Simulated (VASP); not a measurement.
Wanted: the native input for a VASP 6.6.1 run.

- Task: electric field gradients
- Functional: LDA
- Potentials or basis: VASP PAW LDA potentials, release 64 (La)
- Cutoff: 520 eV
- k mesh: 12 × 12 × 12
- Occupations: fermi-dirac, width 0.05 eV
- Spin: no spin polarisation
- Dipole correction: no
- Further INCAR settings: ALGO = Normal; EDIFF = 1e-08; NBANDS = 12

The structure of La lies in POSCAR:

```
La
1.0
    0.0000000000      2.6480000000      2.6480000000
    2.6480000000      0.0000000000      2.6480000000
    2.6480000000      2.6480000000      0.0000000000
La
1
Direct
    0.0000000000      0.0000000000      0.0000000000
```

This isn't the form of La at room conditions, which is double hcp.

These files were run (other wordings do the same):

INCAR

```
SYSTEM = La
  ALGO = Normal
  EDIFF = 1E-8
  ENCUT = 520
  ISIF = 2
  ISMEAR = -1
  LASPH = .TRUE.
  LCHARG = .FALSE.
  LEFG = .TRUE.
  LREAL = .FALSE.
  LWAVE = .FALSE.
  NBANDS = 12
  NELM = 60
  PREC = Accurate
  SIGMA = 0.05
```

KPOINTS

```
k-points
0
G
  12 12 12
  0 0 0
```

Potentials or basis: VASP PAW LDA potentials, release 64 (La).

Run with:

```sh
$ cat potpaw_LDA.64/La/POTCAR > POTCAR
$ mpirun -np 1 vasp_std > vasp.out
```

Results of the run:

```json
{
 "Pressure": "-3.7 GPa",
 "Band gap on the k mesh": "zero (an odd number of electrons rules out a gap without spin polarisation)",
 "Largest electric field gradient by atom": "zero within the noise of the run"
}
```

Caveat: the cell stands under tension; spin-orbit coupling is left out, which moves the levels of the heavy elements.

Wall time 30 s on 1 thread of Intel(R) Xeon(R) Platinum 8259CL CPU @ 2.50GHz (Skylake/Cascade Lake), on a shared host, peak memory 0.18 GiB.
